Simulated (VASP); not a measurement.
A run of VASP 6.6.1 is set up as follows.

INCAR

```
SYSTEM = Ta
  PREC = Accurate
  ENCUT = 520
  EDIFF = 1E-6
  ISMEAR = -1
  SIGMA = 0.05
  LREAL = .FALSE.
  LASPH = .TRUE.
  NELM = 80
  ALGO = Normal
  ISIF = 2
  LWAVE = .FALSE.
  LCHARG = .FALSE.
  GGA = PS
  NBANDS = 12
```

Contents of KPOINTS:

```
Automatic mesh
0
G
  14 14 14
  0 0 0
```

POSCAR

```
Ta
1.0
    2.7081013932      0.0000000000      0.0000000000
    0.0000000000      2.7081013932      0.0000000000
    0.0000000000      0.0000000000      2.7081013932
Ta
1
Direct
    0.0000000000      0.0000000000      0.0000000000
```

Potentials or basis: VASP PAW PBE potentials, release 64 (Ta_pv).

Launch:

```bash
$ cat potpaw_PBE.64/Ta_pv/POTCAR > POTCAR
$ mpirun -np 1 vasp_std > vasp.out
```

Q: Predict the pressure.

A: 0.2 GPa.

Caveat: the PAW data sets were made with another functional, which shifts forces and pressure a little.
